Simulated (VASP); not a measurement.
# Na2Pt (Ni2In type) (P6_3/mmc) in VASP: a series of runs

Runs on Na2Pt (Ni2In type). Level: LDA. Tasks: electric field gradients, single point.

Program: VASP 6.6.1. These are calculated values, not measurements. Logs are shortened: lines on timing, memory, paths and dates and some standing lists are left out, and cuts for length are marked.

### Step 1. The cell of the first run

Symmetry: P6_3/mmc, No. 194, hexagonal system. The conventional cell has a = 4.771 Å, b = 4.771 Å, c = 5.839 Å, α = 90.00°, β = 90.00°, γ = 120.00°. Pt (site symmetry -6m2) has 11 Na at 2.75 to 3.12 Å within 3.6 Å. Within 3.8 Å of Na (site symmetry -3m) lie 8 Na at 2.92 to 3.12 Å and 6 Pt at 3.12 Å. Na (site symmetry -6m2) has 5 Pt at 2.75 to 2.92 Å and 6 Na at 3.12 Å within 3.6 Å.

### Step 2. Electric field gradients, LDA

INCAR

```
SYSTEM = Na2Pt
  ALGO = Normal
  EDIFF = 1E-8
  ENCUT = 520
  ISIF = 2
  ISMEAR = -1
  LASPH = .True.
  LCHARG = .False.
  LEFG = .True.
  LREAL = .False.
  LWAVE = .False.
  NBANDS = 33
  NELM = 60
  PREC = Accurate
  SIGMA = 0.05
```

KPOINTS

```
k-points
0
Gamma
  7 7 5
  0 0 0
```

POSCAR

```
Na2Pt
1.0
    4.7707218479      0.0000000000      0.0000000000
   -2.3853609240      4.1315663146      0.0000000000
    0.0000000000      0.0000000000      5.8390867364
Pt Na
2 4
Direct
    0.3333333333      0.6666666667      0.2500000000
    0.6666666667      0.3333333333      0.7500000000
    0.0000000000      0.0000000000      0.0000000000
    0.0000000000      0.0000000000      0.5000000000
    0.3333333333      0.6666666667      0.7500000000
    0.6666666667      0.3333333333      0.2500000000
```

Potentials or basis: VASP PAW LDA potentials, release 64 (Pt, Na_pv).

Launch:

```sh
$ cat potpaw_LDA.64/Pt/POTCAR potpaw_LDA.64/Na_pv/POTCAR > POTCAR
$ mpirun -np 1 vasp_std > vasp.out
```

OUTCAR:

```text
SYSTEM = Na2Pt
   EDIFF = 1E-8
   ENCUT = 520
   ISIF = 2
   ISMEAR = -1
   LASPH = .True.
   LREAL = .False.
   NELM = 60
   PREC = Accurate

 ion  position               nearest neighbor table
   1  0.333  0.667  0.250-   6 2.75   6 2.75   6 2.75   5 2.92   5 2.92   3 3.12   4 3.12   4 3.12
                             3 3.12   4 3.12   3 3.12
   2  0.667  0.333  0.750-   5 2.75   5 2.75   5 2.75   6 2.92   6 2.92   3 3.12   4 3.12   3 3.12
                             4 3.12   3 3.12   4 3.12
   3  0.000  0.000  0.000-   1 3.12   2 3.12   1 3.12   2 3.12   2 3.12   1 3.12
   4  0.000  0.000  0.500-   1 3.12   2 3.12   1 3.12   2 3.12   2 3.12   1 3.12
   5  0.333  0.667  0.750-   2 2.75   2 2.75   2 2.75   1 2.92   1 2.92
   6  0.667  0.333  0.250-   1 2.75   1 2.75   1 2.75   2 2.92   2 2.92

  LATTYP: Found a hexagonal cell.
 ALAT       =     4.7707218479
 C/A-ratio  =     1.2239419783

  Lattice vectors:

 A1 = (   4.7707218479,   0.0000000000,   0.0000000000)
 A2 = (  -2.3853609240,   4.1315663146,   0.0000000000)
 A3 = (   0.0000000000,   0.0000000000,   5.8390867364)

Analysis of symmetry for initial positions (statically):
=====================================================================
 Subroutine PRICEL returns:
 Original cell was already a primitive cell.

 Routine SETGRP: Setting up the symmetry group for a
 hexagonal supercell.

 Subroutine GETGRP returns: Found 24 space group operations
 (whereof 12 operations were pure point group operations)
 out of a pool of 24 trial point group operations.

The static configuration has the point symmetry D_3d.
 The point group associated with its full space group is D_6h.

Analysis of symmetry for dynamics (positions and initial velocities):
=====================================================================
 Subroutine PRICEL returns:
 Original cell was already a primitive cell.

 Routine SETGRP: Setting up the symmetry group for a
 hexagonal supercell.

 Subroutine GETGRP returns: Found 24 space group operations
 (whereof 12 operations were pure point group operations)
 out of a pool of 24 trial point group operations.

The dynamic configuration has the point symmetry D_3d.
 The point group associated with its full space group is D_6h.

 Subroutine INISYM returns: Found 24 space group operations
 (whereof 12 operations are pure point group operations),
 and found     1 'primitive' translations

----------------------------------------------------------------------------------------

                                     Primitive cell

  volume of cell :     115.0916

  direct lattice vectors                    reciprocal lattice vectors
     4.770721848  0.000000000  0.000000000     0.209611885  0.121019478  0.000000000
    -2.385360924  4.131566315  0.000000000     0.000000000  0.242038957  0.000000000
     0.000000000  0.000000000  5.839086736     0.000000000  0.000000000  0.171259658

  length of vectors
     4.770721848  4.770721848  5.839086736     0.242038957  0.242038957  0.171259658

  position of ions in fractional coordinates (direct lattice)
     0.333333333  0.666666667  0.250000000
     0.666666667  0.333333333  0.750000000
     0.000000000  0.000000000  0.000000000
     0.000000000  0.000000000  0.500000000
     0.333333333  0.666666667  0.750000000
     0.666666667  0.333333333  0.250000000

  ion indices of the primitive-cell ions
   primitive index   ion index
                 1           1
                 2           2
                 3           3
                 4           4
                 5           5
                 6           6

----------------------------------------------------------------------------------------

[... 61 lines left out ...]
   ICHARG =      2    charge: 1-file 2-atom 10-const
   ISPIN  =      1    spin polarized calculation?
   LNONCOLLINEAR =      F non collinear calculations
   LSORBIT =      F    spin-orbit coupling
   LASPH  =      T    aspherical Exc in radial PAW
   ENCUT  =  520.0 eV  38.22 Ry    6.18 a.u.   8.87  8.87 10.86*2*pi/ulx,y,z
   NELM   =     60;   NELMIN=  2; NELMDL= -5     # of ELM steps
   EDIFF  = 0.1E-07   stopping-criterion for ELM
   LREAL  =      F    real-space projection
   EDIFFG = 0.1E-06   stopping-criterion for IOM
   NSW    =      0    number of steps for IOM
   IBRION =     -1    ionic relax: 0-MD 1-quasi-New 2-CG
   NFREE  =      0    steps in history (QN), initial steepest desc. (CG)
   ISIF   =      2    stress and relaxation
   ISYM   =      2    0-nonsym 1-usesym 2-fastsym
   POTIM  = 0.5000    time-step for ionic-motion
   TEBEG  =    0.0;   TEEND  =   0.0 temperature during run
   PSTRESS=    0.0 pullay stress
   NELECT =      48.0000    total number of electrons
   NUPDOWN=      -1.0000    fix difference up-down
   EMIN   =  10.00;   EMAX   =-10.00  energy-range for DOS
   EFERMI =   0.00;   METHOD = LEGACY
   ISMEAR =    -1;   SIGMA  =   0.05  broadening in eV -4-tet -1-fermi 0-gaus
   EFERMI_NEDOS =   21; number of points for ismear=-14 and -15
   IALGO  =     38    algorithm
   IMIX   =      4    mixing-type and parameters
     AMIX     =   0.40;   BMIX     =  1.00
     AMIX_MAG =   1.60;   BMIX_MAG =  1.00
  volume/ion in A,a.u.               =      19.18       129.45
  Fermi-wavevector in a.u.,A,eV,Ry     =   1.223134  2.311388 20.355084  1.496056
  Thomas-Fermi vector in A             =   2.358256
   LORBIT       =      0    0 simple, 1 ext, 2 COOP (PROOUT), +10 PAW based schemes
   GGA     = CA    functional components
   LHFCALC =     F    Hartree Fock is set to
   AEXX    =    0.0000 exact exchange contribution
   IVDW    =     0    specifies the selected vdW correction
   LEPSILON=     F    determine dielectric tensor
   LRPA    =     F    only Hartree local field effects (RPA)
 non-spin polarized calculation
  energy-cutoff  :      520.00
  volume of cell :      115.09
 maximum number of plane-waves:      3124
 NGX is ok and might be reduce to    36
   NGX = 17   NGY = 17   NGZ = 21

 number of electron      48.0000027 magnetization

 Free energy of the ion-electron system (eV)
  ---------------------------------------------------
  ext. energy  EPLUGINS =         0.00000000
  ---------------------------------------------------
  free energy    TOTEN  =       -20.20082182 eV

  energy without entropy =      -20.19430309  energy(sigma->0) =      -20.19756245

 E-fermi :   2.9122     XC(G=0):  -9.9764

 val. band max:        2.7038233281   @ k =   0.1429   0.1429   0.0000
 cond. band min:       2.9127247740   @ k =   0.1429   0.0000   0.0000
 fundamental gap:      0.2089014459
 Fermi energy:         2.9121719837

 k-point     1 :       0.0000    0.0000    0.0000
  band No.  band energies     occupation
      1     -20.7839      2.00000
      2     -20.6136      2.00000
      3     -20.6136      2.00000
      4     -20.5847      2.00000
      5     -20.5830      2.00000
      6     -20.5830      2.00000
[... 853 lines left out ...]
     32      11.5832      0.00000
     33      12.1792      0.00000

------------------------ aborting loop because EDIFF is reached ----------------------------------------

  FORCE on cell =-STRESS in cart. coord.  units (eV):
  Direction    XX          YY          ZZ          XY          YZ          ZX
  --------------------------------------------------------------------------------------
  -------------------------------------------------------------------------------------
  Total        0.0891601      0.0891601      0.0413525     -0.0000000      0.0000000      0.0000000
  in kB        1.2411876      1.2411876      0.5756639     -0.0000000      0.0000000      0.0000000
  external PRESSURE =       1.0193464 kB  Pullay stress =       0.0000000 kB

 VOLUME and BASIS-vectors are now :
 -----------------------------------------------------------------------------
  energy-cutoff  :      520.00
  volume of cell :      115.09
      direct lattice vectors                 reciprocal lattice vectors
     4.770721848  0.000000000  0.000000000     0.209611885  0.121019478  0.000000000
    -2.385360924  4.131566315  0.000000000     0.000000000  0.242038957  0.000000000
     0.000000000  0.000000000  5.839086736     0.000000000  0.000000000  0.171259658

 POSITION                                       TOTAL-FORCE (eV/Angst)
 -----------------------------------------------------------------------------------
     -0.00000      2.75438      1.45977         0.000000     -0.000000      0.000000
      2.38536      1.37719      4.37932        -0.000000      0.000000      0.000000
      0.00000      0.00000      0.00000         0.000000      0.000000      0.000000
      0.00000      0.00000      2.91954         0.000000      0.000000      0.000000
     -0.00000      2.75438      4.37932         0.000000     -0.000000      0.000000
      2.38536      1.37719      1.45977         0.000000      0.000000      0.000000
 -----------------------------------------------------------------------------------
    total drift:                               -0.000000      0.000000     -0.000000

  FREE ENERGIE OF THE ION-ELECTRON SYSTEM (eV)
  ---------------------------------------------------
  free  energy   TOTEN  =       -20.2008218218 eV

  energy  without entropy=      -20.1943030874  energy(sigma->0) =      -20.19756245

 Electric field gradients (V/A^2)
---------------------------------------------------------------------
 ion       V_xx      V_yy      V_zz      V_xy      V_xz      V_yz
---------------------------------------------------------------------
   1      15.950    15.949   -31.899    -0.001     0.000    -0.000
   2      15.950    15.949   -31.899    -0.001    -0.000     0.000
   3      -5.368    -5.370    10.737    -0.002     0.000    -0.000
   4      -5.368    -5.370    10.737    -0.002    -0.000     0.000
   5       2.180     2.178    -4.358    -0.002    -0.000     0.000
   6       2.180     2.178    -4.358    -0.002     0.000    -0.000
---------------------------------------------------------------------

 Electric field gradients after diagonalization (V/A^2)
 (convention: |V_zz| > |V_xx| > |V_yy|)
----------------------------------------------------------------------
 ion       V_xx      V_yy      V_zz     asymmetry (V_yy - V_xx)/ V_zz
----------------------------------------------------------------------
   1      15.950    15.949   -31.899       0.000
   2      15.950    15.949   -31.899       0.000
   3      -5.371    -5.367    10.737       0.000
   4      -5.371    -5.367    10.737       0.000
   5       2.181     2.177    -4.358       0.001
   6       2.181     2.177    -4.358       0.001
----------------------------------------------------------------------

           NMR quadrupolar parameters

 Cq : quadrupolar parameter    Cq=e*Q*V_zz/h
 eta: asymmetry parameters     (V_yy - V_xx)/ V_zz
 Q  : nuclear electric quadrupole moment in mb (millibarn)
----------------------------------------------------------------------
 ion       Cq(MHz)       eta       Q (mb)
----------------------------------------------------------------------
   1      -0.077       0.000       1.000
   2      -0.077       0.000       1.000
   3       0.026       0.000       1.000
   4       0.026       0.000       1.000
   5      -0.011       0.001       1.000
   6      -0.011       0.001       1.000
----------------------------------------------------------------------
```

It took 44 s on 1 thread of AMD EPYC 9R45 (Zen 5), shared host; peak memory 0.2 GiB.

What came out:

```yaml
Free_energy: -20.2008 eV
Pressure: 0.1 GPa
Band_gap_on_the_k_mesh: zero (bands 24 and 25 overlap by 0.02 eV)
Largest_electric_field_gradient_by_atom: Pt -31.9; Na +10.7, -4.4 (each value once) V/Å²
```

Levels at points of the mesh, in eV from the Fermi level:
```csv
k point,band 20,band 21,band 22,band 23,band 24,band 25,band 26,band 27,band 28,band 29
"(0.00, 0.00, 0.00)",-1.34,-1.14,-0.78,-0.78,0.08,0.62,4.20,4.20,5.55,5.55
```

Electric field gradients, principal values (V/Å²):
```tsv
atom	least	middle	greatest (by size)
1 Pt	15.949	15.950	-31.899
2 Pt	15.949	15.950	-31.899
3 Na	-5.367	-5.371	10.737
4 Na	-5.367	-5.371	10.737
5 Na	2.177	2.181	-4.358
6 Na	2.177	2.181	-4.358
```

Caveat: without QUAD_EFG the Cq values of the log hold for a quadrupole moment of 1 mb, not for the nuclei; spin-orbit coupling is left out, which moves the levels of the heavy elements.

[end of part 1 of 2]

The gap in the log of VASP goes by the Fermi energy; the results here count the filled bands.